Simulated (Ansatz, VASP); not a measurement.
# CdTe in VASP and in Ansatz

```
CELL_PARAMETERS angstrom
0.00000 3.20500 3.30115
3.20500 0.00000 3.30115
3.20500 3.20500 0.00000
ATOMIC_POSITIONS crystal
Cd 0.00000 0.00000 0.00000
Te 0.75000 0.75000 0.75000
```

Change from the starting cell: strain +0.000 along x and y, +0.030 along z, atoms carried along.

Alike in both runs: task single point; functional PBE; k mesh 8 × 8 × 8; occupations gaussian, width 0.05 eV; no spin polarisation.

|  | VASP | Ansatz |
| --- | --- | --- |
| version | VASP 6.6.1 | Ansatz 0.2.0 |
| potentials or method | VASP PAW PBE potentials, release 64 (Cd, Te), cutoff 520 eV | scalar-relativistic, plane waves, PAW |
| valence electrons in the cell | 18 | 36 |

|  | VASP | Ansatz | Ansatz less VASP |
| --- | --- | --- | --- |
| gap on the k mesh at the Fermi level (eV) | 0.74 | 0.75 | +0.001 |
| least direct gap on the mesh (eV) | 0.74 | 0.75 | +0.001 |
| pressure (GPa) | 2.9 | 2.7 | -0.13 |
| traceless stress, the component that is largest in VASP (GPa) | -0.30 | -0.30 | -0.003 |

VASP's potentials hold 18 valence electrons a cell and Ansatz's 36, so a difference there can come from the potentials and not from the codes.

Spin-orbit coupling is off throughout.
